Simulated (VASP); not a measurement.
Wanted: the native input for a VASP 6.6.1 run.

```yaml
Task: single point
Functional: PBE
Potentials_or_basis: VASP PAW PBE potentials, release 64 (Cu)
Cutoff: 520 eV
k_mesh: 20 × 20 × 20
Occupations: gaussian, width 0.1 eV
Spin: no spin polarisation
Dipole_correction: no
Further_INCAR_settings: ALGO = Normal; EDIFF = 1e-06; NBANDS = 12
```

The structure of Cu lies in POSCAR:

```
Cu
1.0
    0.0000000000      1.7965408340      1.7965408340
    1.7965408340      0.0000000000      1.7965408340
    1.7965408340      1.7965408340      0.0000000000
Cu
1
Direct
    0.0000000000      0.0000000000      0.0000000000
```

This cell differs from its parent crystal: volume scaled by 0.97.

One way to write it, as run:

INCAR

```
SYSTEM = Cu
PREC     = Accurate       ! precision mode
ENCUT    = 520            ! plane-wave cutoff, eV
EDIFF    = 1E-6           ! SCF threshold, eV
ISMEAR   = 0              ! smearing method
SIGMA    = 0.1            ! smearing width, eV
LREAL    = .False.        ! projectors in reciprocal space
LASPH    = .True.         ! aspherical terms in the spheres
NELM     = 100            ! most SCF steps
ALGO     = Normal         ! electronic algorithm
ISIF     = 2              ! what is computed and relaxed
LWAVE    = .False.        ! write WAVECAR
LCHARG   = .False.        ! write CHGCAR
GGA      = PE             ! functional
NBANDS   = 12             ! bands
```

KPOINTS

```
regular mesh
0
Gamma
  20 20 20
  0 0 0
```

Potentials or basis: VASP PAW PBE potentials, release 64 (Cu).

Launch:

```bash
$ cat potpaw_PBE.64/Cu/POTCAR > POTCAR
$ mpirun -np 1 vasp_std > vasp.out
```

It gave:

```json
{
 "Pressure": "5.2 GPa"
}
```

Wall time 34 s on 1 thread of Intel(R) Xeon(R) Platinum 8259CL CPU @ 2.50GHz (Skylake/Cascade Lake) (shared host), peak memory 0.15 GiB.
